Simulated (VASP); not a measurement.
# TiC (P-6m2) in VASP: notebook, part 2 of 3

VASP 6.6.1. Earlier steps stand in the parts before.

### Step 4. Single point, PBE

This run uses another cell than the first one: it holds 8 atoms, not 2.

The input, INCAR:

```
PREC     = Accurate       # precision mode
ENCUT    = 520            # plane-wave cutoff, eV
EDIFF    = 1E-6           # SCF threshold, eV
ISMEAR   = 0              # smearing method
SIGMA    = 0.2            # smearing width, eV
LREAL    = False          # projectors in reciprocal space
LASPH    = True           # aspherical terms in the spheres
NELM     = 100            # most SCF steps
ALGO     = Normal         # electronic algorithm
ISIF     = 2              # what is computed and relaxed
LWAVE    = False          # write WAVECAR
LCHARG   = False          # write CHGCAR
GGA      = PE             # functional
NBANDS   = 42             # bands
```

The input, KPOINTS:

```
regular mesh
0
Gamma
  8 4 4
```

The input, POSCAR:

```
TiC
1.0
    3.0420870095      0.0000000000      0.0000000000
    0.0000000000      5.2690492615      0.0000000000
    0.0000000000      0.0000000000      5.3959384389
Ti C
4 4
Direct
    1.0000000000      0.3333333333      0.2500000000
    1.0000000000      0.3333333333      0.7500000000
    0.5000000000      0.8333333333      0.2500000000
    0.5000000000      0.8333333333      0.7500000000
    0.5000000000      0.1666666667      0.0000000000
    0.5000000000      0.1666666667      0.5000000000
    1.0000000000      0.6666666667      0.0000000000
    1.0000000000      0.6666666667      0.5000000000
```

Potentials or basis: VASP PAW PBE potentials, release 64 (Ti_sv, C).

On the command line:

```console
$ cat potpaw_PBE.64/Ti_sv/POTCAR potpaw_PBE.64/C/POTCAR > POTCAR
$ mpirun -np 1 vasp_std > vasp.out
```

OUTCAR:

```text
PREC = Accurate
   ENCUT = 520
   EDIFF = 1E-6
   ISMEAR = 0
   LREAL = False
   LASPH = True
   NELM = 100
   ISIF = 2
   GGA = PE

 ion  position               nearest neighbor table
   1  0.000  0.333  0.250-   5 2.21   6 2.21   5 2.21   6 2.21   7 2.21   8 2.21   2 2.70   2 2.70

   2  0.000  0.333  0.750-   5 2.21   6 2.21   5 2.21   6 2.21   7 2.21   8 2.21   1 2.70   1 2.70

   3  0.500  0.833  0.250-   7 2.21   8 2.21   7 2.21   8 2.21   5 2.21   6 2.21   4 2.70   4 2.70

   4  0.500  0.833  0.750-   7 2.21   8 2.21   7 2.21   8 2.21   5 2.21   6 2.21   3 2.70   3 2.70

   5  0.500  0.167  0.000-   1 2.21   2 2.21   1 2.21   2 2.21   3 2.21   4 2.21
   6  0.500  0.167  0.500-   1 2.21   2 2.21   1 2.21   2 2.21   3 2.21   4 2.21
   7  0.000  0.667  0.000-   3 2.21   4 2.21   3 2.21   4 2.21   1 2.21   2 2.21
   8  0.000  0.667  0.500-   3 2.21   4 2.21   3 2.21   4 2.21   1 2.21   2 2.21

  LATTYP: Found a simple orthorhombic cell.
 ALAT       =     3.0420870095
 B/A-ratio  =     1.7320508076
 C/A-ratio  =     1.7737620331

  Lattice vectors:

 A1 = (   3.0420870095,   0.0000000000,   0.0000000000)
 A2 = (   0.0000000000,   5.2690492615,   0.0000000000)
 A3 = (   0.0000000000,   0.0000000000,   5.3959384389)

Analysis of symmetry for initial positions (statically):
=====================================================================
 Subroutine PRICEL returns following result:

  LATTYP: Found a hexagonal cell.
 ALAT       =     3.0420870095
 C/A-ratio  =     0.8868810166

  Lattice vectors:

 A1 = (  -3.0420870095,   0.0000000000,   0.0000000000)
 A2 = (   1.5210435048,  -2.6345246308,   0.0000000000)
 A3 = (   0.0000000000,   0.0000000000,   2.6979692195)

   4 primitive cells build up your supercell.

 Routine SETGRP: Setting up the symmetry group for a
 simple orthorhombic supercell.

 Subroutine GETGRP returns: Found  4 space group operations
 (whereof  4 operations were pure point group operations)
 out of a pool of  8 trial point group operations.

The static configuration has the point symmetry C_2v.

Analysis of symmetry for dynamics (positions and initial velocities):
=====================================================================
 Subroutine PRICEL returns following result:

  LATTYP: Found a hexagonal cell.
 ALAT       =     3.0420870095
 C/A-ratio  =     0.8868810166

  Lattice vectors:

 A1 = (  -3.0420870095,   0.0000000000,   0.0000000000)
 A2 = (   1.5210435048,  -2.6345246308,   0.0000000000)
 A3 = (   0.0000000000,   0.0000000000,   2.6979692195)

   4 primitive cells build up your supercell.

 Routine SETGRP: Setting up the symmetry group for a
 simple orthorhombic supercell.

 Subroutine GETGRP returns: Found  4 space group operations
 (whereof  4 operations were pure point group operations)
 out of a pool of  8 trial point group operations.

The dynamic configuration has the point symmetry C_2v.

 Subroutine INISYM returns: Found  4 space group operations
 (whereof  4 operations are pure point group operations),
[... 41 lines left out ...]
     0.041090212  0.047446890  0.046331144

  Shift w.r.t. Gamma in fractional coordinates (k-lattice)
     0.000000000  0.000000000  0.000000000

 Subroutine IBZKPT returns following result:
 ===========================================

 Found     45 irreducible k-points:

 Following reciprocal coordinates:
            Coordinates               Weight
  0.000000  0.000000  0.000000      1.000000
  0.125000  0.000000  0.000000      2.000000
  0.250000  0.000000  0.000000      2.000000
  0.375000  0.000000  0.000000      2.000000
  0.500000  0.000000  0.000000      1.000000
  0.000000  0.250000  0.000000      2.000000
[... 16 lines left out ...]
  0.250000  0.250000  0.250000      8.000000
  0.375000  0.250000  0.250000      8.000000
 [... further k-points ...]
   k-points           NKPTS =     45   k-points in BZ     NKDIM =     45   number of bands    NBANDS=     42
   number of dos      NEDOS =    301   number of ions     NIONS =      8
   total plane-waves  NPLWV =  38400
   dimension x,y,z NGX =    24 NGY =   40 NGZ =   40
   dimension x,y,z NGXF=    48 NGYF=   80 NGZF=   80
   ions per type =               4   4
   NGX,Y,Z   is equivalent  to a cutoff of  13.12, 12.62, 12.32 a.u.
   NGXF,Y,Z  is equivalent  to a cutoff of  26.23, 25.24, 24.65 a.u.
 SYSTEM =  unknown system
   PREC   = accura    normal or accurate (medium, high low for compatibility)
   ISTART =      0    job   : 0-new  1-cont  2-samecut
   ICHARG =      2    charge: 1-file 2-atom 10-const
   ISPIN  =      1    spin polarized calculation?
   LNONCOLLINEAR =      F non collinear calculations
   LSORBIT =      F    spin-orbit coupling
   LASPH  =      T    aspherical Exc in radial PAW
   ENCUT  =  520.0 eV  38.22 Ry    6.18 a.u.   5.66  9.80 10.03*2*pi/ulx,y,z
   NELM   =    100;   NELMIN=  2; NELMDL= -5     # of ELM steps
   EDIFF  = 0.1E-05   stopping-criterion for ELM
   LREAL  =      F    real-space projection
   EDIFFG = 0.1E-04   stopping-criterion for IOM
   NSW    =      0    number of steps for IOM
   IBRION =     -1    ionic relax: 0-MD 1-quasi-New 2-CG
   NFREE  =      0    steps in history (QN), initial steepest desc. (CG)
   ISIF   =      2    stress and relaxation
   ISYM   =      2    0-nonsym 1-usesym 2-fastsym
   POTIM  = 0.5000    time-step for ionic-motion
   TEBEG  =    0.0;   TEEND  =   0.0 temperature during run
   PSTRESS=    0.0 pullay stress
   NELECT =      64.0000    total number of electrons
   NUPDOWN=      -1.0000    fix difference up-down
   EMIN   =  10.00;   EMAX   =-10.00  energy-range for DOS
   EFERMI =   0.00;   METHOD = LEGACY
   ISMEAR =     0;   SIGMA  =   0.20  broadening in eV -4-tet -1-fermi 0-gaus
   EFERMI_NEDOS =   21; number of points for ismear=-14 and -15
   IALGO  =     38    algorithm
   IMIX   =      4    mixing-type and parameters
     AMIX     =   0.40;   BMIX     =  1.00
     AMIX_MAG =   1.60;   BMIX_MAG =  1.00
  volume/ion in A,a.u.               =      10.81        72.96
  Fermi-wavevector in a.u.,A,eV,Ry     =   1.480737  2.798187 29.831881  2.192581
  Thomas-Fermi vector in A             =   2.594734
   LORBIT       =      0    0 simple, 1 ext, 2 COOP (PROOUT), +10 PAW based schemes
   GGA     = PE    functional components
   LHFCALC =     F    Hartree Fock is set to
   AEXX    =    0.0000 exact exchange contribution
   IVDW    =     0    specifies the selected vdW correction
   LEPSILON=     F    determine dielectric tensor
   LRPA    =     F    only Hartree local field effects (RPA)
 non-spin polarized calculation
 Gauss-broadening in eV      SIGMA  =   0.20
  energy-cutoff  :      520.00
  volume of cell :       86.49
 maximum number of plane-waves:      2352
 NGX is ok and might be reduce to    24

 number of electron      64.0000021 magnetization

 Free energy of the ion-electron system (eV)
  ---------------------------------------------------
  ext. energy  EPLUGINS =         0.00000000
  ---------------------------------------------------
  free energy    TOTEN  =       -69.43093879 eV

  energy without entropy =      -69.39172165  energy(sigma->0) =      -69.41133022

 E-fermi :   8.6205     XC(G=0): -12.2947

 val. band max:        8.5258182683   @ k =   0.3750   0.2500   0.0000
 cond. band min:       8.6274830597   @ k =   0.2500   0.5000   0.0000
 fundamental gap:      0.1016647914
 Fermi energy:         8.6204852489

 k-point     1 :       0.0000    0.0000    0.0000
  band No.  band energies     occupation
      1     -47.9306      2.00000
      2     -47.8773      2.00000
      3     -47.8324      2.00000
      4     -47.7830      2.00000
      5     -24.4883      2.00000
      6     -24.3802      2.00000
[... 1069 lines left out ...]
     41      12.4948      0.00000
     42      12.5004      0.00000

 [... further k-points ...]
[... 5 lines left out ...]
  --------------------------------------------------------------------------------------
  -------------------------------------------------------------------------------------
  Total        0.3142620      0.2866352     -0.1406973      0.0000000      0.0000000      0.0000000
  in kB        5.8214562      5.3096899     -2.6063070      0.0000000      0.0000000      0.0000000
  external PRESSURE =       2.8416130 kB  Pullay stress =       0.0000000 kB

 VOLUME and BASIS-vectors are now :
 -----------------------------------------------------------------------------
  energy-cutoff  :      520.00
  volume of cell :       86.49
      direct lattice vectors                 reciprocal lattice vectors
     3.042087009  0.000000000  0.000000000     0.328721696  0.000000000  0.000000000
     0.000000000  5.269049262  0.000000000     0.000000000  0.189787559  0.000000000
     0.000000000  0.000000000  5.395938439     0.000000000  0.000000000  0.185324575

 POSITION                                       TOTAL-FORCE (eV/Angst)
 -----------------------------------------------------------------------------------
      0.00000      1.75635      1.34898         0.000000     -0.001062     -0.000000
      0.00000      1.75635      4.04695        -0.000000     -0.001062      0.000000
      1.52104      4.39087      1.34898         0.000000     -0.001062     -0.000000
      1.52104      4.39087      4.04695        -0.000000     -0.001062      0.000000
      1.52104      0.87817      0.00000        -0.000000      0.001062     -0.000000
      1.52104      0.87817      2.69797        -0.000000      0.001062     -0.000000
      0.00000      3.51270      0.00000        -0.000000      0.001062     -0.000000
      0.00000      3.51270      2.69797        -0.000000      0.001062     -0.000000
 -----------------------------------------------------------------------------------
    total drift:                                0.000000     -0.000716     -0.000005

  FREE ENERGIE OF THE ION-ELECTRON SYSTEM (eV)
  ---------------------------------------------------
  free  energy   TOTEN  =       -69.4309387874 eV

  energy  without entropy=      -69.3917216530  energy(sigma->0) =      -69.41133022
```

Wall time 91 s (1 thread of AMD EPYC 9R45 (Zen 5), shared host); peak memory 0.23 GiB.

What came out:

* Free energy: -69.4309 eV
* Pressure: 0.3 GPa
* Band gap on the k mesh: zero (band 32 reaches 8.66 eV, above the bottom of band 33 at 8.52 eV)

Stress tensor (GPa, compression positive):
```
 0.58  0.00  0.00
 0.00  0.53  0.00
 0.00  0.00 -0.26
```

Levels at points of the mesh, in eV from the Fermi level:
| k point | band 28 | band 29 | band 30 | band 31 | band 32 | band 33 | band 34 | band 35 | band 36 | band 37 |
| --- | --- | --- | --- | --- | --- | --- | --- | --- | --- | --- |
| (0.00, 0.00, 0.00) | -0.96 | -0.76 | -0.51 | -0.51 | -0.30 | 0.22 | 1.13 | 1.13 | 1.49 | 2.30 |
| (0.50, 0.00, 0.00) | -2.01 | -0.69 | -0.69 | -0.17 | -0.17 | 0.80 | 0.80 | 0.88 | 0.88 | 2.66 |
| (0.00, 0.50, 0.00) | -1.48 | -0.82 | -0.82 | -0.55 | -0.55 | 0.51 | 0.51 | 0.54 | 0.54 | 2.08 |
| (0.50, 0.50, 0.00) | -2.22 | -0.76 | -0.76 | -0.30 | -0.30 | 0.22 | 0.22 | 1.49 | 1.49 | 3.03 |
| (0.00, 0.00, 0.50) | -1.26 | -1.01 | -1.01 | -1.01 | -1.01 | 0.92 | 0.92 | 1.73 | 1.73 | 1.73 |
| (0.50, 0.00, 0.50) | -2.37 | -1.60 | -1.60 | -1.60 | -1.60 | 0.80 | 0.80 | 0.80 | 0.80 | 3.42 |
| (0.00, 0.50, 0.50) | -1.97 | -1.02 | -1.02 | -1.02 | -1.02 | 0.67 | 0.67 | 0.67 | 0.67 | 2.02 |
| (0.50, 0.50, 0.50) | -1.84 | -1.26 | -1.26 | -1.26 | -1.26 | 0.92 | 0.92 | 0.92 | 0.92 | 3.09 |

(Continued in part 3 of 3.)
